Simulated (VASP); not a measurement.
# Ce (Fm-3m) in VASP: further runs

The runs below take Ce through single point, with PBE.

Everything below comes from runs of VASP 6.6.1. Logs are shortened: lines on timing, memory, paths and dates and some standing lists are left out, and cuts for length are marked.

## 1. The cell of the first run

Symmetry: Fm-3m, No. 225, cubic system. The conventional cell has a = 4.755 Å, b = 4.755 Å, c = 4.755 Å, α = 90.00°, β = 90.00°, γ = 90.00°. Ce (site symmetry m-3m) has 12 Ce at 3.36 Å within 4.4 Å.

## 2. Single point, PBE

INCAR

```
PREC = Accurate
ENCUT = 500
EDIFF = 1E-6
ISMEAR = 0
SIGMA = 0.3
LREAL = F
LASPH = T
NELM = 200
ALGO = Normal
ISIF = 2
LWAVE = F
LCHARG = F
GGA = PE
NBANDS = 12
GGA_COMPAT = F
LMAXMIX = 6
```

KPOINTS

```
Automatic mesh
0
Gamma
  11 11 11
```

POSCAR

```
Ce
1.0
    0.0000000000      2.3774557595      2.3774557595
    2.3774557595      0.0000000000      2.3774557595
    2.3774557595      2.3774557595      0.0000000000
Ce
1
Direct
    0.0000000000      0.0000000000      0.0000000000
```

Potentials or basis: VASP PAW PBE potentials, release 64 (Ce).

Run with:

```bash
> cat potpaw_PBE.64/Ce/POTCAR > POTCAR
> mpirun -np 1 vasp_std > vasp.out
```

OUTCAR:

```text
PREC = Accurate
   ENCUT = 500
   EDIFF = 1E-6
   ISMEAR = 0
   LREAL = F
   LASPH = T
   NELM = 200
   ISIF = 2
   GGA = PE

 ion  position               nearest neighbor table
   1  0.000  0.000  0.000-

  LATTYP: Found a face centered cubic cell.
 ALAT       =     4.7549115190

  Lattice vectors:

 A1 = (   0.0000000000,   2.3774557595,   2.3774557595)
 A2 = (   2.3774557595,   0.0000000000,   2.3774557595)
 A3 = (   2.3774557595,   2.3774557595,   0.0000000000)

Analysis of symmetry for initial positions (statically):
=====================================================================
 Subroutine PRICEL returns:
 Original cell was already a primitive cell.

 Routine SETGRP: Setting up the symmetry group for a
 face centered cubic supercell.

 Subroutine GETGRP returns: Found 48 space group operations
 (whereof 48 operations were pure point group operations)
 out of a pool of 48 trial point group operations.

The static configuration has the point symmetry O_h .

Analysis of symmetry for dynamics (positions and initial velocities):
=====================================================================
 Subroutine PRICEL returns:
 Original cell was already a primitive cell.

 Routine SETGRP: Setting up the symmetry group for a
 face centered cubic supercell.

 Subroutine GETGRP returns: Found 48 space group operations
 (whereof 48 operations were pure point group operations)
 out of a pool of 48 trial point group operations.

The dynamic configuration has the point symmetry O_h .

 Subroutine INISYM returns: Found 48 space group operations
 (whereof 48 operations are pure point group operations),
 and found     1 'primitive' translations

----------------------------------------------------------------------------------------

                                     Primitive cell

  volume of cell :      26.8762

  direct lattice vectors                    reciprocal lattice vectors
     0.000000000  2.377455760  2.377455760    -0.210308856  0.210308856  0.210308856
     2.377455760  0.000000000  2.377455760     0.210308856 -0.210308856  0.210308856
     2.377455760  2.377455760  0.000000000     0.210308856  0.210308856 -0.210308856

  length of vectors
     3.362230179  3.362230179  3.362230179     0.364265623  0.364265623  0.364265623

  position of ions in fractional coordinates (direct lattice)
     0.000000000  0.000000000  0.000000000

  ion indices of the primitive-cell ions
   primitive index   ion index
                 1           1

----------------------------------------------------------------------------------------

 KPOINTS: Automatic mesh

Automatic generation of k-mesh.
 Grid dimensions read from file:
 generate k-points for:   11   11   11

 Generating k-lattice:

  Cartesian coordinates                     Fractional coordinates (reciprocal lattice)
    -0.019118987  0.019118987  0.019118987     0.090909091  0.000000000  0.000000000
     0.019118987 -0.019118987  0.019118987     0.000000000  0.090909091  0.000000000
     0.019118987  0.019118987 -0.019118987     0.000000000  0.000000000  0.090909091

  Length of vectors
     0.033115057  0.033115057  0.033115057

  Shift w.r.t. Gamma in fractional coordinates (k-lattice)
     0.000000000  0.000000000  0.000000000

 Subroutine IBZKPT returns following result:
 ===========================================

 Found     56 irreducible k-points:

 Following reciprocal coordinates:
            Coordinates               Weight
  0.000000  0.000000  0.000000      1.000000
  0.090909  0.000000  0.000000      8.000000
  0.181818  0.000000  0.000000      8.000000
  0.272727  0.000000  0.000000      8.000000
  0.363636  0.000000  0.000000      8.000000
  0.454545  0.000000  0.000000      8.000000
[... 16 lines left out ...]
 -0.272727  0.181818  0.000000     24.000000
 -0.181818  0.181818  0.000000     12.000000
 [... further k-points ...]
   k-points           NKPTS =     56   k-points in BZ     NKDIM =     56   number of bands    NBANDS=     12
   number of dos      NEDOS =    301   number of ions     NIONS =      1
   total plane-waves  NPLWV =  21952
   dimension x,y,z NGX =    28 NGY =   28 NGZ =   28
   dimension x,y,z NGXF=    56 NGYF=   56 NGZF=   56
   ions per type =               1
   NGX,Y,Z   is equivalent  to a cutoff of  13.84, 13.84, 13.84 a.u.
   NGXF,Y,Z  is equivalent  to a cutoff of  27.69, 27.69, 27.69 a.u.
 SYSTEM =  unknown system
   PREC   = accura    normal or accurate (medium, high low for compatibility)
   ISTART =      0    job   : 0-new  1-cont  2-samecut
   ICHARG =      2    charge: 1-file 2-atom 10-const
   ISPIN  =      1    spin polarized calculation?
   LNONCOLLINEAR =      F non collinear calculations
   LSORBIT =      F    spin-orbit coupling
   LASPH  =      T    aspherical Exc in radial PAW
   ENCUT  =  500.0 eV  36.75 Ry    6.06 a.u.   6.13  6.13  6.13*2*pi/ulx,y,z
   NELM   =    200;   NELMIN=  2; NELMDL= -5     # of ELM steps
   EDIFF  = 0.1E-05   stopping-criterion for ELM
   LREAL  =      F    real-space projection
   EDIFFG = 0.1E-04   stopping-criterion for IOM
   NSW    =      0    number of steps for IOM
   IBRION =     -1    ionic relax: 0-MD 1-quasi-New 2-CG
   NFREE  =      0    steps in history (QN), initial steepest desc. (CG)
   ISIF   =      2    stress and relaxation
   ISYM   =      2    0-nonsym 1-usesym 2-fastsym
   POTIM  = 0.5000    time-step for ionic-motion
   TEBEG  =    0.0;   TEEND  =   0.0 temperature during run
   PSTRESS=    0.0 pullay stress
   NELECT =      12.0000    total number of electrons
   NUPDOWN=      -1.0000    fix difference up-down
   EMIN   =  10.00;   EMAX   =-10.00  energy-range for DOS
   EFERMI =   0.00;   METHOD = LEGACY
   ISMEAR =     0;   SIGMA  =   0.30  broadening in eV -4-tet -1-fermi 0-gaus
   EFERMI_NEDOS =   21; number of points for ismear=-14 and -15
   IALGO  =     38    algorithm
   IMIX   =      4    mixing-type and parameters
     AMIX     =   0.40;   BMIX     =  1.00
     AMIX_MAG =   1.60;   BMIX_MAG =  1.00
  volume/ion in A,a.u.               =      26.88       181.37
  Fermi-wavevector in a.u.,A,eV,Ry     =   1.251256  2.364531 21.301843  1.565641
  Thomas-Fermi vector in A             =   2.385212
   LORBIT       =      0    0 simple, 1 ext, 2 COOP (PROOUT), +10 PAW based schemes
   GGA     = PE    functional components
   LHFCALC =     F    Hartree Fock is set to
   AEXX    =    0.0000 exact exchange contribution
   IVDW    =     0    specifies the selected vdW correction
   LEPSILON=     F    determine dielectric tensor
   LRPA    =     F    only Hartree local field effects (RPA)
 non-spin polarized calculation
 Gauss-broadening in eV      SIGMA  =   0.30
  energy-cutoff  :      500.00
  volume of cell :       26.88
 maximum number of plane-waves:       701
 NGX is ok and might be reduce to    28
   NGX = 13   NGY = 13   NGZ = 13

 number of electron      12.0000000 magnetization

 Free energy of the ion-electron system (eV)
  ---------------------------------------------------
  ext. energy  EPLUGINS =         0.00000000
  ---------------------------------------------------
  free energy    TOTEN  =        -5.98926012 eV

  energy without entropy =       -5.85840421  energy(sigma->0) =       -5.92383217

 E-fermi :   9.2437     XC(G=0): -11.2130

 val. band max:        9.2345760237   @ k =  -0.2727   0.0909   0.0000
 cond. band min:       9.2743385306   @ k =   0.3636   0.0000   0.0000
 fundamental gap:      0.0397625069
 Fermi energy:         9.2436810837

 k-point     1 :       0.0000    0.0000    0.0000
  band No.  band energies     occupation
      1     -25.4779      2.00000
      2      -6.7153      2.00000
      3      -6.7153      2.00000
      4      -6.7153      2.00000
      5       6.3299      2.00000
      6       9.0980      1.50770
      7       9.6733      0.04284
      8       9.6733      0.04284
      9       9.6733      0.04284
     10      10.4114      0.00000
     11      10.4114      0.00000
     12      10.4114      0.00000

 k-point     2 :       0.0909    0.0000    0.0000
  band No.  band energies     occupation
      1     -25.4402      2.00000
      2      -6.9773      2.00000
      3      -6.7442      2.00000
      4      -6.7442      2.00000
      5       6.6860      2.00000
      6       9.0020      1.74532
      7       9.6413      0.06090
      8       9.6867      0.03674
      9       9.6867      0.03674
     10      10.2257      0.00000
     11      10.2257      0.00000
     12      10.4132      0.00000

 k-point     3 :       0.1818    0.0000    0.0000
  band No.  band energies     occupation
      1     -25.3383      2.00000
      2      -7.6303      2.00000
      3      -6.8208      2.00000
      4      -6.8208      2.00000
      5       7.4013      2.00000
      6       8.9614      1.81665
      7       9.5527      0.14521
      8       9.7274      0.02258
      9       9.7274      0.02258
     10      10.0225      0.00024
     11      10.0225      0.00024
     12      10.4180      0.00000
[... 286 lines left out ...]
 k-point    23 :      -0.2727    0.1818    0.0000
  band No.  band energies     occupation
      1     -25.0327      2.00000
      2      -8.7568      2.00000
      3      -7.6580      2.00000
      4      -7.0027      2.00000
      5       8.5140      1.99942
      6       8.9234      1.86894
      7       9.4874      0.25056
      8       9.7737      0.01247
      9       9.8618      0.00357
     10      10.0529      0.00014
     11      10.1413      0.00002
     12      10.2956      0.00000

 k-point    24 :      -0.1818    0.1818    0.0000
  band No.  band energies     occupation
      1     -25.1539      2.00000
      2      -8.3202      2.00000
      3      -7.4093      2.00000
      4      -6.8831      2.00000
      5       8.6829      1.99179
      6       8.7915      1.96697
      7       9.2206      1.08662
      8       9.7783      0.01173
      9       9.8388      0.00503
     10       9.9284      0.00125
     11      10.0853      0.00007
     12      10.3192      0.00000

 [... further k-points ...]
[... 5 lines left out ...]
  --------------------------------------------------------------------------------------
  -------------------------------------------------------------------------------------
  Total       -0.0151851     -0.0151851     -0.0151851      0.0000000     -0.0000000     -0.0000000
  in kB       -0.9052364     -0.9052364     -0.9052364      0.0000000     -0.0000000     -0.0000000
  external PRESSURE =      -0.9052364 kB  Pullay stress =       0.0000000 kB

 VOLUME and BASIS-vectors are now :
 -----------------------------------------------------------------------------
  energy-cutoff  :      500.00
  volume of cell :       26.88
      direct lattice vectors                 reciprocal lattice vectors
     0.000000000  2.377455760  2.377455760    -0.210308856  0.210308856  0.210308856
     2.377455760  0.000000000  2.377455760     0.210308856 -0.210308856  0.210308856
     2.377455760  2.377455760  0.000000000     0.210308856  0.210308856 -0.210308856

 POSITION                                       TOTAL-FORCE (eV/Angst)
 -----------------------------------------------------------------------------------
      0.00000      0.00000      0.00000        -0.000000     -0.000000     -0.000000
 -----------------------------------------------------------------------------------
    total drift:                                0.000000     -0.000000      0.000000

  FREE ENERGIE OF THE ION-ELECTRON SYSTEM (eV)
  ---------------------------------------------------
  free  energy   TOTEN  =        -5.9892601198 eV

  energy  without entropy=       -5.8584042110  energy(sigma->0) =       -5.92383217
```

It took 30 s on 1 thread of Intel Xeon Platinum 8375C at 2.90GHz (Ice Lake), shared host; peak memory 0.17 GiB.

Results:

| Property | Result |
| --- | --- |
| Free energy | -5.9893 eV |
| Pressure | -0.1 GPa |
| Band gap on the k mesh | zero (band 6 reaches 9.49 eV, above the bottom of band 7 at 9.13 eV) |

Caveat: spin-orbit coupling is left out, which moves the levels of the heavy elements.

(Continued in part 2 of 2.)
